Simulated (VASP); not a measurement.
# Re (Fm-3m) in VASP: single point with r2SCAN

Aim: the single point of Re with r2SCAN.

All numbers are computed with VASP 6.6.1; they aren't measurements. Logs are shortened: lines on timing, memory, paths and dates and some standing lists are left out, and cuts for length are marked.

**1. The cell of the first run**

It takes space group Fm-3m (No. 225, cubic). The conventional cell has a = 3.950 Å, b = 3.950 Å, c = 3.950 Å, α = 90.00°, β = 90.00°, γ = 90.00°. Re (site symmetry m-3m) has 12 Re at 2.79 Å within 3.7 Å.

This isn't the form of Re at room conditions, which is hcp.

**2. Single point, r2SCAN**

The input, POSCAR:

```
Re
1.0
    0.0000000000      1.9750000000      1.9750000000
    1.9750000000      0.0000000000      1.9750000000
    1.9750000000      1.9750000000      0.0000000000
Re
1
Direct
    0.0000000000      0.0000000000      0.0000000000
```

The input, INCAR.step1:

```
SYSTEM = Re
  PREC = Accurate
  ENCUT = 660
  ISMEAR = 0
  SIGMA = 0.05
  LREAL = .FALSE.
  LASPH = .TRUE.
  NELM = 120
  NBANDS = 10
  GGA = PE
  ALGO = Normal
  EDIFF = 1E-5
  LWAVE = .TRUE.
  LCHARG = .FALSE.
  GGA_COMPAT = .FALSE.
```

The input, INCAR.step2:

```
SYSTEM = Re
  PREC = Accurate
  ENCUT = 660
  EDIFF = 1E-6
  ISMEAR = 0
  SIGMA = 0.05
  LREAL = .FALSE.
  LASPH = .TRUE.
  NELM = 120
  ALGO = Normal
  ISIF = 2
  LWAVE = .FALSE.
  LCHARG = .FALSE.
  METAGGA = R2SCAN
  LMIXTAU = .TRUE.
  NBANDS = 10
  ISTART = 1
  GGA_COMPAT = .FALSE.
```

The input, KPOINTS:

```
regular mesh
0
G
  8 8 8
  0 0 0
```

Potentials or basis: VASP PAW PBE potentials, release 64 (Re).

Started as:

```bash
$ cat potpaw_PBE.64/Re/POTCAR > POTCAR
$ cp INCAR.step1 INCAR
$ mpirun -np 1 vasp_std > vasp.out
$ cp INCAR.step2 INCAR
$ mpirun -np 1 vasp_std > vasp.out
```

OUTCAR:

```text
SYSTEM = Re
   PREC = Accurate
   ENCUT = 660
   EDIFF = 1E-6
   ISMEAR = 0
   LREAL = .FALSE.
   LASPH = .TRUE.
   NELM = 120
   ISIF = 2
   METAGGA = R2SCAN
   ISTART = 1

 ion  position               nearest neighbor table
   1  0.000  0.000  0.000-

  LATTYP: Found a face centered cubic cell.
 ALAT       =     3.9500000000

  Lattice vectors:

 A1 = (   0.0000000000,   1.9750000000,   1.9750000000)
 A2 = (   1.9750000000,   0.0000000000,   1.9750000000)
 A3 = (   1.9750000000,   1.9750000000,   0.0000000000)

Analysis of symmetry for initial positions (statically):
=====================================================================
 Subroutine PRICEL returns:
 Original cell was already a primitive cell.

 Routine SETGRP: Setting up the symmetry group for a
 face centered cubic supercell.

 Subroutine GETGRP returns: Found 48 space group operations
 (whereof 48 operations were pure point group operations)
 out of a pool of 48 trial point group operations.

The static configuration has the point symmetry O_h .

Analysis of symmetry for dynamics (positions and initial velocities):
=====================================================================
 Subroutine PRICEL returns:
 Original cell was already a primitive cell.

 Routine SETGRP: Setting up the symmetry group for a
 face centered cubic supercell.

 Subroutine GETGRP returns: Found 48 space group operations
 (whereof 48 operations were pure point group operations)
 out of a pool of 48 trial point group operations.

The dynamic configuration has the point symmetry O_h .

 Subroutine INISYM returns: Found 48 space group operations
 (whereof 48 operations are pure point group operations),
 and found     1 'primitive' translations

----------------------------------------------------------------------------------------

                                     Primitive cell

  volume of cell :      15.4075

  direct lattice vectors                    reciprocal lattice vectors
     0.000000000  1.975000000  1.975000000    -0.253164557  0.253164557  0.253164557
     1.975000000  0.000000000  1.975000000     0.253164557 -0.253164557  0.253164557
     1.975000000  1.975000000  0.000000000     0.253164557  0.253164557 -0.253164557

  length of vectors
     2.793071786  2.793071786  2.793071786     0.438493875  0.438493875  0.438493875

  position of ions in fractional coordinates (direct lattice)
     0.000000000  0.000000000  0.000000000

  ion indices of the primitive-cell ions
   primitive index   ion index
                 1           1

----------------------------------------------------------------------------------------

 KPOINTS: regular mesh

Automatic generation of k-mesh.
 Grid dimensions read from file:
 generate k-points for:    8    8    8

 Generating k-lattice:

  Cartesian coordinates                     Fractional coordinates (reciprocal lattice)
    -0.031645570  0.031645570  0.031645570     0.125000000  0.000000000  0.000000000
     0.031645570 -0.031645570  0.031645570     0.000000000  0.125000000  0.000000000
     0.031645570  0.031645570 -0.031645570     0.000000000  0.000000000  0.125000000

  Length of vectors
     0.054811734  0.054811734  0.054811734

  Shift w.r.t. Gamma in fractional coordinates (k-lattice)
     0.000000000  0.000000000  0.000000000

 Subroutine IBZKPT returns following result:
 ===========================================

 Found     29 irreducible k-points:

 Following reciprocal coordinates:
            Coordinates               Weight
  0.000000  0.000000  0.000000      1.000000
  0.125000  0.000000  0.000000      8.000000
  0.250000  0.000000  0.000000      8.000000
  0.375000  0.000000  0.000000      8.000000
  0.500000  0.000000  0.000000      4.000000
  0.125000  0.125000  0.000000      6.000000
[... 16 lines left out ...]
  0.500000  0.250000  0.125000     48.000000
 -0.375000  0.250000  0.125000     24.000000
 [... further k-points ...]
   k-points           NKPTS =     29   k-points in BZ     NKDIM =     29   number of bands    NBANDS=     10
   number of dos      NEDOS =    301   number of ions     NIONS =      1
   total plane-waves  NPLWV =  13824
   dimension x,y,z NGX =    24 NGY =   24 NGZ =   24
   dimension x,y,z NGXF=    48 NGYF=   48 NGZF=   48
   ions per type =               1
   NGX,Y,Z   is equivalent  to a cutoff of  14.28, 14.28, 14.28 a.u.
   NGXF,Y,Z  is equivalent  to a cutoff of  28.57, 28.57, 28.57 a.u.
 SYSTEM =  Re
   PREC   = accura    normal or accurate (medium, high low for compatibility)
   ISTART =      1    job   : 0-new  1-cont  2-samecut
   ICHARG =      0    charge: 1-file 2-atom 10-const
   ISPIN  =      1    spin polarized calculation?
   LNONCOLLINEAR =      F non collinear calculations
   LSORBIT =      F    spin-orbit coupling
   LASPH  =      T    aspherical Exc in radial PAW
   ENCUT  =  660.0 eV  48.51 Ry    6.96 a.u.   5.85  5.85  5.85*2*pi/ulx,y,z
   NELM   =    120;   NELMIN=  2; NELMDL=  0     # of ELM steps
   EDIFF  = 0.1E-05   stopping-criterion for ELM
   LREAL  =      F    real-space projection
   EDIFFG = 0.1E-04   stopping-criterion for IOM
   NSW    =      0    number of steps for IOM
   IBRION =     -1    ionic relax: 0-MD 1-quasi-New 2-CG
   NFREE  =      0    steps in history (QN), initial steepest desc. (CG)
   ISIF   =      2    stress and relaxation
   ISYM   =      2    0-nonsym 1-usesym 2-fastsym
   POTIM  = 0.5000    time-step for ionic-motion
   TEBEG  =    0.0;   TEEND  =   0.0 temperature during run
   PSTRESS=    0.0 pullay stress
   NELECT =       7.0000    total number of electrons
   NUPDOWN=      -1.0000    fix difference up-down
   EMIN   =  10.00;   EMAX   =-10.00  energy-range for DOS
   EFERMI =   0.00;   METHOD = LEGACY
   ISMEAR =     0;   SIGMA  =   0.05  broadening in eV -4-tet -1-fermi 0-gaus
   EFERMI_NEDOS =   21; number of points for ismear=-14 and -15
   IALGO  =     38    algorithm
   IMIX   =      4    mixing-type and parameters
     AMIX     =   0.40;   BMIX     =  1.00
     AMIX_MAG =   1.60;   BMIX_MAG =  1.00
  volume/ion in A,a.u.               =      15.41       103.97
  Fermi-wavevector in a.u.,A,eV,Ry     =   1.258531  2.378278 21.550255  1.583899
  Thomas-Fermi vector in A             =   2.392135
   LORBIT       =      0    0 simple, 1 ext, 2 COOP (PROOUT), +10 PAW based schemes
   METAGGA = R2SCAN    functional components
   LHFCALC =     F    Hartree Fock is set to
   AEXX    =    0.0000 exact exchange contribution
   IVDW    =     0    specifies the selected vdW correction
   LEPSILON=     F    determine dielectric tensor
   LRPA    =     F    only Hartree local field effects (RPA)
 non-spin polarized calculation
 Gauss-broadening in eV      SIGMA  =   0.05
  energy-cutoff  :      660.00
  volume of cell :       15.41
 maximum number of plane-waves:       609
   NGX = 11   NGY = 11   NGZ = 11

 number of electron       7.0000000 magnetization

 Free energy of the ion-electron system (eV)
  ---------------------------------------------------
  ext. energy  EPLUGINS =         0.00000000
  ---------------------------------------------------
  free energy    TOTEN  =       -52.32585740 eV

  energy without entropy =      -52.32329075  energy(sigma->0) =      -52.32457407

 E-fermi :   7.6200     XC(G=0): -14.7097

 val. band max:        7.4466889602   @ k =   0.5000   0.0000   0.0000
 cond. band min:       7.6417974772   @ k =   0.5000   0.2500   0.0000
 fundamental gap:      0.1951085170
 Fermi energy:         7.6200170860

 k-point     1 :       0.0000    0.0000    0.0000
  band No.  band energies     occupation
      1      -2.9014      2.00000
      2       5.5251      2.00000
      3       5.5251      2.00000
      4       5.5251      2.00000
      5       8.6942      0.00000
      6       8.6942      0.00000
      7      21.8664      0.00000
      8      27.7111      0.00000
      9      27.7111      0.00000
     10      27.7111      0.00000

 k-point     2 :       0.1250    0.0000    0.0000
  band No.  band energies     occupation
      1      -2.2020      2.00000
      2       5.0941      2.00000
      3       5.8184      2.00000
      4       5.8184      2.00000
      5       8.4969      0.00000
      6       8.4969      0.00000
      7      23.1268      0.00000
      8      25.1322      0.00000
      9      28.9659      0.00000
     10      28.9659      0.00000

 k-point     3 :       0.2500    0.0000    0.0000
  band No.  band energies     occupation
      1      -0.5654      2.00000
      2       4.6497      2.00000
      3       6.0112      2.00000
      4       6.0112      2.00000
      5       8.8236      0.00000
      6       8.8236      0.00000
      7      21.8155      0.00000
      8      25.2922      0.00000
      9      32.1342      0.00000
     10      32.2553      0.00000

 k-point     4 :       0.3750    0.0000    0.0000
  band No.  band energies     occupation
      1       0.4376      2.00000
      2       5.5998      2.00000
      3       5.5998      2.00000
      4       5.9089      2.00000
      5      10.2445      0.00000
      6      10.2445      0.00000
      7      19.1006      0.00000
      8      22.7489      0.00000
      9      29.8913      0.00000
     10      29.8913      0.00000

 k-point     5 :       0.5000    0.0000    0.0000
  band No.  band energies     occupation
      1       0.5324      2.00000
      2       5.3740      2.00000
      3       5.3740      2.00000
      4       7.4467      2.00000
      5      11.0995      0.00000
      6      11.0995      0.00000
      7      17.2097      0.00000
      8      21.3738      0.00000
      9      27.9935      0.00000
     10      27.9935      0.00000

 k-point     6 :       0.1250    0.1250    0.0000
  band No.  band energies     occupation
      1      -1.9652      2.00000
      2       4.7258      2.00000
      3       6.0954      2.00000
      4       6.0954      2.00000
      5       7.7407      0.00064
      6       8.9991      0.00000
      7      23.6420      0.00000
      8      26.1132      0.00000
      9      28.1372      0.00000
     10      28.1372      0.00000
[... 183 lines left out ...]
 k-point    21 :       0.5000    0.5000    0.0000
  band No.  band energies     occupation
      1       0.7029      2.00000
      2       1.5115      2.00000
      3      10.0356      0.00000
      4      11.0942      0.00000
      5      11.7741      0.00000
      6      11.7741      0.00000
      7      19.9222      0.00000
      8      19.9222      0.00000
      9      20.3396      0.00000
     10      29.9202      0.00000

 k-point    22 :       0.3750    0.2500    0.1250
  band No.  band energies     occupation
      1       0.8842      2.00000
      2       3.5100      2.00000
      3       5.2779      2.00000
      4       7.7656      0.00004
      5       7.7800      0.00001
      6      10.8330      0.00000
      7      22.9367      0.00000
      8      26.1393      0.00000
      9      26.9002      0.00000
     10      28.5780      0.00000

 k-point    23 :       0.5000    0.2500    0.1250
  band No.  band energies     occupation
      1       2.0248      2.00000
      2       3.9100      2.00000
      3       4.4936      2.00000
      4       7.2627      2.00000
      5       9.7224      0.00000
      6      12.8238      0.00000
      7      19.3624      0.00000
      8      24.4358      0.00000
      9      25.1029      0.00000
     10      30.0678      0.00000

 k-point    24 :      -0.3750    0.2500    0.1250
  band No.  band energies     occupation
      1       2.1563      2.00000
      2       3.7157      2.00000
      3       5.3768      2.00000
      4       6.9259      2.00000
      5      10.6601      0.00000
      6      14.5702      0.00000
      7      16.2984      0.00000
      8      24.1762      0.00000
      9      24.9125      0.00000
     10      28.0633      0.00000

 [... further k-points ...]

------------------------ aborting loop because EDIFF is reached ----------------------------------------

  FORCE on cell =-STRESS in cart. coord.  units (eV):
  Direction    XX          YY          ZZ          XY          YZ          ZX
  --------------------------------------------------------------------------------------
  -------------------------------------------------------------------------------------
  Total       -1.5000659     -1.5000659     -1.5000659     -0.0000000      0.0000000      0.0000000
  in kB     -155.9874405   -155.9874405   -155.9874405     -0.0000000      0.0000000      0.0000000
  external PRESSURE =    -155.9874405 kB  Pullay stress =       0.0000000 kB

 VOLUME and BASIS-vectors are now :
 -----------------------------------------------------------------------------
  energy-cutoff  :      660.00
  volume of cell :       15.41
      direct lattice vectors                 reciprocal lattice vectors
     0.000000000  1.975000000  1.975000000    -0.253164557  0.253164557  0.253164557
     1.975000000  0.000000000  1.975000000     0.253164557 -0.253164557  0.253164557
     1.975000000  1.975000000  0.000000000     0.253164557  0.253164557 -0.253164557

 POSITION                                       TOTAL-FORCE (eV/Angst)
 -----------------------------------------------------------------------------------
      0.00000      0.00000      0.00000         0.000000      0.000000      0.000000
 -----------------------------------------------------------------------------------
    total drift:                               -0.000000      0.000000     -0.000000

  FREE ENERGIE OF THE ION-ELECTRON SYSTEM (eV)
  ---------------------------------------------------
  free  energy   TOTEN  =       -52.3258573966 eV

  energy  without entropy=      -52.3232907450  energy(sigma->0) =      -52.32457407
```

Run time: 44 s. Hardware: 1 thread of Intel Xeon 8259CL, shared host; peak memory 0.15 GiB.

Results:

- Free energy: -52.3259 eV
- Pressure: -15.6 GPa
- Band gap on the k mesh: zero (an odd number of electrons rules out a gap without spin polarisation)

Caveat: the cell stands under tension; the PAW data sets were made with another functional, which shifts forces and pressure a little; spin-orbit coupling is left out, which moves the levels of the heavy elements.
